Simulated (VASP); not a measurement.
# I (P6_3/mmc) in VASP: notebook

Runs on I. Level: r2SCAN. Tasks: single point, relaxation of cell and atoms.

All numbers are computed with VASP 6.6.1; they aren't measurements. Logs are shortened: lines on timing, memory, paths and dates and some standing lists are left out, and cuts for length are marked.

### 1 The cell of the first run

Symmetry: P6_3/mmc, No. 194, hexagonal system. The conventional cell has a = 4.343 Å, b = 4.343 Å, c = 11.828 Å, α = 90.00°, β = 90.00°, γ = 120.00°. I (site symmetry -6m2) has 3 I at 2.51 Å within 3.3 Å. Within 3.3 Å of I (site symmetry -6m2) lie 3 I at 2.51 Å.

### 2 Single point, r2SCAN

POSCAR

```
I
1.0
    4.3428864831      0.0000000000      0.0000000000
   -2.1714432416      3.7610500201      0.0000000000
    0.0000000000      0.0000000000     11.8281867629
I
4
Direct
    0.0000000000      0.0000000000      0.2500000000
    0.0000000000      0.0000000000      0.7500000000
    0.3333333333      0.6666666667      0.7500000000
    0.6666666667      0.3333333333      0.2500000000
```

INCAR.step1

```
ALGO     = Normal         # electronic algorithm
EDIFF    = 1E-4           # SCF threshold, eV
ENCUT    = 520            # plane-wave cutoff, eV
GGA      = PE             # functional
ISMEAR   = 0              # smearing method
LASPH    = T              # aspherical terms in the spheres
LCHARG   = F              # write CHGCAR
LREAL    = F              # projectors in reciprocal space
LWAVE    = T              # write WAVECAR
NBANDS   = 22             # bands
NELM     = 100            # most SCF steps
PREC     = Accurate       # precision mode
SIGMA    = 0.1            # smearing width, eV
```

INCAR.step2

```
ALGO     = Normal         # electronic algorithm
EDIFF    = 1E-6           # SCF threshold, eV
ENCUT    = 520            # plane-wave cutoff, eV
ISIF     = 2              # what is computed and relaxed
ISMEAR   = 0              # smearing method
ISTART   = 1            
LASPH    = T              # aspherical terms in the spheres
LCHARG   = F              # write CHGCAR
LMIXTAU  = T            
LREAL    = F              # projectors in reciprocal space
LWAVE    = F              # write WAVECAR
METAGGA  = R2SCAN         # meta-GGA
NBANDS   = 22             # bands
NELM     = 100            # most SCF steps
PREC     = Accurate       # precision mode
SIGMA    = 0.1            # smearing width, eV
```

KPOINTS

```
k-points
0
Gamma
  6 6 2
```

Potentials or basis: VASP PAW PBE potentials, release 64 (I).

Run with:

```console
$ cat potpaw_PBE.64/I/POTCAR > POTCAR
$ cp INCAR.step1 INCAR
$ mpirun -np 1 vasp_std > vasp.out
$ cp INCAR.step2 INCAR
$ mpirun -np 1 vasp_std > vasp.out
```

OUTCAR:

```text
EDIFF = 1E-6
   ENCUT = 520
   ISIF = 2
   ISMEAR = 0
   ISTART = 1
   LASPH = T
   LREAL = F
   METAGGA = R2SCAN
   NELM = 100
   PREC = Accurate

 ion  position               nearest neighbor table
   1  0.000  0.000  0.250-   4 2.51   4 2.51   4 2.51
   2  0.000  0.000  0.750-   3 2.51   3 2.51   3 2.51
   3  0.333  0.667  0.750-   2 2.51   2 2.51   2 2.51
   4  0.667  0.333  0.250-   1 2.51   1 2.51   1 2.51

  LATTYP: Found a hexagonal cell.
 ALAT       =     4.3428864831
 C/A-ratio  =     2.7235772358

  Lattice vectors:

 A1 = (   4.3428864831,   0.0000000000,   0.0000000000)
 A2 = (  -2.1714432416,   3.7610500201,   0.0000000000)
 A3 = (   0.0000000000,   0.0000000000,  11.8281867629)

Analysis of symmetry for initial positions (statically):
=====================================================================
 Subroutine PRICEL returns:
 Original cell was already a primitive cell.

 Routine SETGRP: Setting up the symmetry group for a
 hexagonal supercell.

 Subroutine GETGRP returns: Found 24 space group operations
 (whereof 12 operations were pure point group operations)
 out of a pool of 24 trial point group operations.

The static configuration has the point symmetry D_3d.
 The point group associated with its full space group is D_6h.

Analysis of symmetry for dynamics (positions and initial velocities):
=====================================================================
 Subroutine PRICEL returns:
 Original cell was already a primitive cell.

 Routine SETGRP: Setting up the symmetry group for a
 hexagonal supercell.

 Subroutine GETGRP returns: Found 24 space group operations
 (whereof 12 operations were pure point group operations)
 out of a pool of 24 trial point group operations.

The dynamic configuration has the point symmetry D_3d.
 The point group associated with its full space group is D_6h.

 Subroutine INISYM returns: Found 24 space group operations
 (whereof 12 operations are pure point group operations),
 and found     1 'primitive' translations

----------------------------------------------------------------------------------------

                                     Primitive cell

  volume of cell :     193.1994

  direct lattice vectors                    reciprocal lattice vectors
     4.342886483  0.000000000  0.000000000     0.230261602  0.132941598  0.000000000
    -2.171443242  3.761050020  0.000000000     0.000000000  0.265883196  0.000000000
     0.000000000  0.000000000 11.828186763     0.000000000  0.000000000  0.084543812

  length of vectors
     4.342886483  4.342886483 11.828186763     0.265883196  0.265883196  0.084543812

  position of ions in fractional coordinates (direct lattice)
     0.000000000  0.000000000  0.250000000
     0.000000000  0.000000000  0.750000000
     0.333333333  0.666666667  0.750000000
     0.666666667  0.333333333  0.250000000

  ion indices of the primitive-cell ions
   primitive index   ion index
                 1           1
                 2           2
                 3           3
                 4           4

----------------------------------------------------------------------------------------

 KPOINTS: k-points

Automatic generation of k-mesh.
 Grid dimensions read from file:
 generate k-points for:    6    6    2

 Generating k-lattice:

  Cartesian coordinates                     Fractional coordinates (reciprocal lattice)
     0.038376934  0.022156933  0.000000000     0.166666667  0.000000000  0.000000000
     0.000000000  0.044313866  0.000000000     0.000000000  0.166666667  0.000000000
     0.000000000  0.000000000  0.042271906     0.000000000  0.000000000  0.500000000

  Length of vectors
     0.044313866  0.044313866  0.042271906

  Shift w.r.t. Gamma in fractional coordinates (k-lattice)
     0.000000000  0.000000000  0.000000000

 Subroutine IBZKPT returns following result:
 ===========================================

 Found     14 irreducible k-points:

 Following reciprocal coordinates:
            Coordinates               Weight
[... 39 lines left out ...]
 non-spin polarized calculation
 Gauss-broadening in eV      SIGMA  =   0.10
  energy-cutoff  :      520.00
  volume of cell :      193.20
 maximum number of plane-waves:      5238
   NGX = 17   NGY = 17   NGZ = 43

 number of electron      27.9999996 magnetization

 Free energy of the ion-electron system (eV)
  ---------------------------------------------------
  ext. energy  EPLUGINS =         0.00000000
  ---------------------------------------------------
  free energy    TOTEN  =       -86.58151205 eV

  energy without entropy =      -86.56382527  energy(sigma->0) =      -86.57266866

 E-fermi :   3.6091     XC(G=0):  -6.9814

 val. band max:        3.4045571439   @ k =   0.3333   0.1667   0.0000
 cond. band min:       3.6346736209   @ k =   0.3333   0.0000   0.0000
 fundamental gap:      0.2301164770
 Fermi energy:         3.6091470025

 k-point     1 :       0.0000    0.0000    0.0000
  band No.  band energies     occupation
      1     -15.2526      2.00000
      2     -15.2502      2.00000
      3      -6.5212      2.00000
      4      -6.5196      2.00000
      5      -4.1736      2.00000
      6      -4.1736      2.00000
[... 14 lines left out ...]
     21       8.8362      0.00000
     22      10.2110      0.00000

 k-point     2 :       0.1667    0.0000    0.0000
  band No.  band energies     occupation
      1     -14.9886      2.00000
      2     -14.9863      2.00000
      3      -8.2185      2.00000
      4      -8.2170      2.00000
      5      -4.4989      2.00000
      6      -4.4971      2.00000
[... 14 lines left out ...]
     21       9.7351      0.00000
     22       9.7458      0.00000

 k-point     3 :       0.3333    0.0000    0.0000
  band No.  band energies     occupation
      1     -14.2482      2.00000
      2     -14.2461      2.00000
      3     -10.3630      2.00000
      4     -10.3615      2.00000
      5      -5.0186      2.00000
      6      -5.0163      2.00000
[... 14 lines left out ...]
     21       8.9889      0.00000
     22       9.3346      0.00000
[... 226 lines left out ...]
 k-point    13 :       0.3333    0.1667    0.5000
  band No.  band energies     occupation
      1     -13.5894      2.00000
      2     -13.5894      2.00000
      3     -11.4554      2.00000
      4     -11.4554      2.00000
      5      -5.6655      2.00000
      6      -5.6655      2.00000
[... 14 lines left out ...]
     21       8.8764      0.00000
     22       8.8764      0.00000

 k-point    14 :       0.3333    0.3333    0.5000
  band No.  band energies     occupation
      1     -12.6043      2.00000
      2     -12.6043      2.00000
      3     -12.6040      2.00000
      4     -12.6040      2.00000
      5      -6.0880      2.00000
      6      -6.0880      2.00000
[... 14 lines left out ...]
     21       9.2714      0.00000
     22       9.2714      0.00000

------------------------ aborting loop because EDIFF is reached ----------------------------------------

  FORCE on cell =-STRESS in cart. coord.  units (eV):
  Direction    XX          YY          ZZ          XY          YZ          ZX
  --------------------------------------------------------------------------------------
  -------------------------------------------------------------------------------------
  Total       54.7196014     54.7196014     -0.1777764     -0.0000000      0.0000000     -0.0000000
  in kB      453.7825041    453.7825041     -1.4742762     -0.0000000      0.0000000     -0.0000000
  external PRESSURE =     302.0302440 kB  Pullay stress =       0.0000000 kB

 VOLUME and BASIS-vectors are now :
 -----------------------------------------------------------------------------
  energy-cutoff  :      520.00
  volume of cell :      193.20
      direct lattice vectors                 reciprocal lattice vectors
     4.342886483  0.000000000  0.000000000     0.230261602  0.132941598  0.000000000
    -2.171443242  3.761050020  0.000000000     0.000000000  0.265883196  0.000000000
     0.000000000  0.000000000 11.828186763     0.000000000  0.000000000  0.084543812

 POSITION                                       TOTAL-FORCE (eV/Angst)
 -----------------------------------------------------------------------------------
      0.00000      0.00000      2.95705        -0.000000      0.000000     -0.000000
      0.00000      0.00000      8.87114         0.000000     -0.000000     -0.000000
     -0.00000      2.50737      8.87114         0.000000      0.000000      0.000000
      2.17144      1.25368      2.95705         0.000000      0.000000     -0.000000
 -----------------------------------------------------------------------------------
    total drift:                               -0.000000      0.000000      0.000000

  FREE ENERGIE OF THE ION-ELECTRON SYSTEM (eV)
  ---------------------------------------------------
  free  energy   TOTEN  =       -86.5815120483 eV

  energy  without entropy=      -86.5638252660  energy(sigma->0) =      -86.57266866
```

It took 1.9 min on 1 thread of Intel Xeon 6975P-C (Granite Rapids), shared host; peak memory 0.33 GiB.

What came out:

* Free energy: -86.5815 eV
* Pressure: 30.2 GPa
* Band gap on the k mesh: zero (bands 14 and 15 overlap by 2.79 eV)

Levels at points of the mesh, in eV from the Fermi level:
```csv
k point,band 11,band 12,band 13,band 14,band 15,band 16,band 17,band 18
"(0.00, 0.00, 0.00)",-1.71,-1.71,-1.70,-1.70,-0.41,-0.38,1.65,4.01
"(0.50, 0.00, 0.00)",-3.48,-3.46,1.93,1.95,2.75,2.75,4.06,4.13
"(0.00, 0.00, 0.50)",-1.70,-1.70,-1.70,-1.70,-0.39,-0.39,2.33,2.33
"(0.50, 0.00, 0.50)",-3.47,-3.47,1.94,1.94,2.75,2.75,4.25,4.25
```

Caveat: the stress differs along the axes, from -0 to 45 GPa; the PAW data sets were made with another functional, which shifts forces and pressure a little; spin-orbit coupling is left out, which moves the levels of the heavy elements.

### 3 Single point, r2SCAN

This run uses another cell than the first one, of 56.98 Å³/atom.

POSCAR

```
I
1.0
    5.5305235818      0.0000000000      0.0000000000
   -2.7652617909      4.7895739181      0.0000000000
    0.0000000000      0.0000000000      8.6042201113
I
4
Direct
    0.0000000000      0.0000000000      0.2500000000
    0.0000000000      0.0000000000      0.7500000000
    0.3333333333      0.6666666667      0.7500000000
    0.6666666667      0.3333333333      0.2500000000
```

INCAR.step1

```
SYSTEM = I
PREC = Accurate
ENCUT = 520
ISMEAR = 0
SIGMA = 0.1
LREAL = .FALSE.
LASPH = .TRUE.
NELM = 100
NBANDS = 22
GGA = PE
ALGO = Normal
EDIFF = 1E-4
LWAVE = .TRUE.
LCHARG = .FALSE.
```

INCAR.step2

```
SYSTEM = I
PREC = Accurate
ENCUT = 520
EDIFF = 1E-7
ISMEAR = 0
SIGMA = 0.1
LREAL = .FALSE.
LASPH = .TRUE.
NELM = 100
ALGO = Normal
ISIF = 2
LWAVE = .FALSE.
LCHARG = .FALSE.
METAGGA = R2SCAN
LMIXTAU = .TRUE.
NBANDS = 22
ISTART = 1
```

KPOINTS

```
Automatic mesh
0
G
  6 6 2
  0 0 0
```

Potentials or basis: VASP PAW PBE potentials, release 64 (I).

Run with:

```console
$ cat potpaw_PBE.64/I/POTCAR > POTCAR
$ cp INCAR.step1 INCAR
$ mpirun -np 1 vasp_std > vasp.out
$ cp INCAR.step2 INCAR
$ mpirun -np 1 vasp_std > vasp.out
```

Wall time 2.5 min (1 thread of Intel Xeon 6975P-C (Granite Rapids), shared host); peak memory 0.37 GiB.

Results (log left out):

```
Free energy            : -96.5999 eV
Pressure               : 0.0 GPa
Band gap on the k mesh : zero (bands 14 and 15 overlap by 0.03 eV)
```

Levels at points of the mesh, in eV from the Fermi level:
```csv
k point,band 12,band 13,band 14,band 15,band 16,band 17
"(0.00, 0.00, 0.00)",-0.13,-0.13,-0.07,-0.07,0.03,4.87
"(0.50, 0.00, 0.00)",-0.66,-0.09,-0.08,1.06,1.12,5.99
"(0.00, 0.00, 0.50)",-0.29,-0.11,-0.11,-0.11,-0.11,6.11
"(0.50, 0.00, 0.50)",-1.12,-0.09,-0.09,1.09,1.09,6.35
```

Caveat: the k points lie up to 0.37 Å⁻¹ apart; the PAW data sets were made with another functional, which shifts forces and pressure a little; spin-orbit coupling is left out, which moves the levels of the heavy elements.

### 4 Relaxation of cell and atoms, r2SCAN

POSCAR

```
I
1.0
    4.3428864831      0.0000000000      0.0000000000
   -2.1714432416      3.7610500201      0.0000000000
    0.0000000000      0.0000000000     11.8281867629
I
4
Direct
    0.0000000000      0.0000000000      0.2500000000
    0.0000000000      0.0000000000      0.7500000000
    0.3333333333      0.6666666667      0.7500000000
    0.6666666667      0.3333333333      0.2500000000
```

INCAR.step1

```
ALGO     = Normal         # electronic algorithm
EDIFF    = 1E-4           # SCF threshold, eV
ENCUT    = 600            # plane-wave cutoff, eV
GGA      = PE             # functional
ISMEAR   = 0              # smearing method
LASPH    = True           # aspherical terms in the spheres
LCHARG   = False          # write CHGCAR
LREAL    = False          # projectors in reciprocal space
LWAVE    = True           # write WAVECAR
NELM     = 100            # most SCF steps
PREC     = Accurate       # precision mode
SIGMA    = 0.1            # smearing width, eV
```

INCAR.step2

```
ALGO     = Normal         # electronic algorithm
EDIFF    = 1E-6           # SCF threshold, eV
EDIFFG   = -0.04          # ionic threshold
ENCUT    = 600            # plane-wave cutoff, eV
IBRION   = 2              # ionic algorithm
ISIF     = 3              # what is computed and relaxed
ISMEAR   = 0              # smearing method
ISTART   = 1            
LASPH    = True           # aspherical terms in the spheres
LCHARG   = False          # write CHGCAR
LMIXTAU  = True         
LREAL    = False          # projectors in reciprocal space
LWAVE    = False          # write WAVECAR
METAGGA  = R2SCAN         # meta-GGA
NELM     = 100            # most SCF steps
NSW      = 90             # ionic steps
PREC     = Accurate       # precision mode
SIGMA    = 0.1            # smearing width, eV
```

KPOINTS

```
k-points
0
Gamma
  6 6 2
```

Run with:

```console
$ cat potpaw_PBE.64/I/POTCAR > POTCAR
$ cp INCAR.step1 INCAR
$ mpirun -np 1 vasp_std > vasp.out
$ cp INCAR.step2 INCAR
$ mpirun -np 1 vasp_std > vasp.out
```

It took 18 min on 1 thread of Intel Xeon 6975P-C (Granite Rapids), shared host; peak memory 0.42 GiB.

Results (log left out):

```
Free energy                           : -96.5099 eV
Relaxed cell                          : a = 5.544 Å, b = 5.544 Å, c = 11.817 Å, α = 90.00°, β = 90.00°, γ = 120.00°
Space group after relaxing (to 0.1 Å) : P6_3/mmc (No. 194)
Energy gained by relaxing             : 2481.1 meV/atom
Ionic steps                           : 7
Pressure after relaxing               : 0.0 GPa
Band gap on the k mesh                : zero (bands 14 and 15 overlap by 0.01 eV)
```

Step by step:
| step | energy change (eV) | largest force (eV/Å) | pressure (GPa) | volume (Å³) |
| --- | --- | --- | --- | --- |
| 1 | 0.0000 | 0.0000 | 30.20 | 193.20 |
| 2 | -7.1324 | 0.0000 | -1.19 | 531.21 |
| 3 | -7.6141 | 0.0000 | -1.42 | 491.38 |
| 4 | -8.1482 | 0.0000 | -1.61 | 453.51 |
| 5 | -9.9193 | 0.0000 | 0.20 | 309.74 |
| 6 | -9.9129 | 0.0000 | -0.35 | 321.60 |
| 7 | -9.9242 | 0.0000 | -0.04 | 314.55 |

Final structure:
```cif
data_structure
_symmetry_space_group_name_H-M 'P 1'
_symmetry_Int_Tables_number 1
_cell_length_a 5.5440
_cell_length_b 5.5440
_cell_length_c 11.8175
_cell_angle_alpha 90.000
_cell_angle_beta 90.000
_cell_angle_gamma 120.000
_cell_volume 314.55
loop_
_atom_site_label
_atom_site_type_symbol
_atom_site_fract_x
_atom_site_fract_y
_atom_site_fract_z
_atom_site_occupancy
I1 I 0.00000 0.00000 0.25000 1
I2 I 0.00000 0.00000 0.75000 1
I3 I 0.33333 0.66667 0.75000 1
I4 I 0.66667 0.33333 0.25000 1
```

Levels at points of the mesh, in eV from the Fermi level:
```
           k point  band 11  band 12  band 13  band 14  band 15  band 16  band 17  band 18
(0.00, 0.00, 0.00)    -0.27    -0.23    -0.08    -0.08    -0.08    -0.08     4.84     6.43
(0.50, 0.00, 0.00)    -1.07    -1.06    -0.08    -0.08     1.09     1.09     6.14     6.27
(0.00, 0.00, 0.50)    -0.25    -0.25    -0.08    -0.08    -0.08    -0.08     5.42     5.42
(0.50, 0.00, 0.50)    -1.07    -1.07    -0.08    -0.08     1.09     1.09     6.30     6.30
```

Caveat: the volume moved by over 15 % at a fixed basis, so the end points are rough; the relaxation moved the vacuum too, so the length across it says nothing of the material; the PAW data sets were made with another functional, which shifts forces and pressure a little; spin-orbit coupling is left out, which moves the levels of the heavy elements.

### 5 Summary

```csv
task,cell,cutoff (eV),gap on the mesh (eV),pressure (GPa)
single point,"a = 4.343, b = 4.343, c = 11.828 Å, angles 90.0, 90.0, 120.0°, 4 atoms",520,none,30.2
single point,"a = 5.531, b = 5.531, c = 8.604 Å, angles 90.0, 90.0, 120.0°, 4 atoms",520,none,0.0
relaxation of cell and atoms,"relaxed from a = 4.343, b = 4.343, c = 11.828 Å, angles 90.0, 90.0, 120.0°, 4 atoms",600,none,0.0
```

Alike in all rows: level r2SCAN; potentials or basis VASP PAW PBE potentials, release 64 (I); no spin polarisation; k mesh 6 × 6 × 2; smearing gaussian 0.1 eV.

Caveats: some runs use coarse meshes; the PAW data sets were made with another functional, which shifts forces and pressure a little; spin-orbit coupling is left out, which moves the levels of the heavy elements; the stress differs along the axes, from -0 to 45 GPa (at least some runs); the volume moved by over 15 % at a fixed basis, so the end points are rough (at least some runs); the relaxation moved the vacuum too, so the length across it says nothing of the material (at least some runs).

Total energies depend on the potentials used, so only differences within one code and one set of settings carry meaning.

The gap in the log of VASP goes by the Fermi energy; the results here count the filled bands.